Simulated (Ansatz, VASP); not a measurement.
**Si: VASP beside Ansatz**

```
Si
1.0
     3.84386    0.00000    0.00000
    -1.92193    3.32888    0.00000
     0.00000    0.00000    6.31520
Si
4
Direct
  0.33333 0.66667 0.99946
  0.66667 0.33333 0.49946
  0.33333 0.66667 0.37454
  0.66667 0.33333 0.87454
```

Change from the starting cell: strained cell.

Alike in both runs: task relaxation of the atoms; functional PBEsol; k mesh 9 × 9 × 6; occupations gaussian, width 0.01 eV; no spin polarisation.

```csv
,VASP,Ansatz
version,VASP 6.6.1,Ansatz 0.2.0
potentials or method,"VASP PAW PBE potentials, release 64 (Si), cutoff 520 eV","scalar-relativistic, plane waves, PAW"
valence electrons in the cell,16,16
```

|  | VASP | Ansatz | Ansatz less VASP |
| --- | --- | --- | --- |
| gap on the k mesh at the Fermi level, each at its own relaxed structure (eV) | 0.33 | 0.33 | +0.007 |

VASP's potentials were made for PBE, not for PBEsol, and Ansatz warns of the same on its side. Ansatz's warnings: stress scf threshold loose.
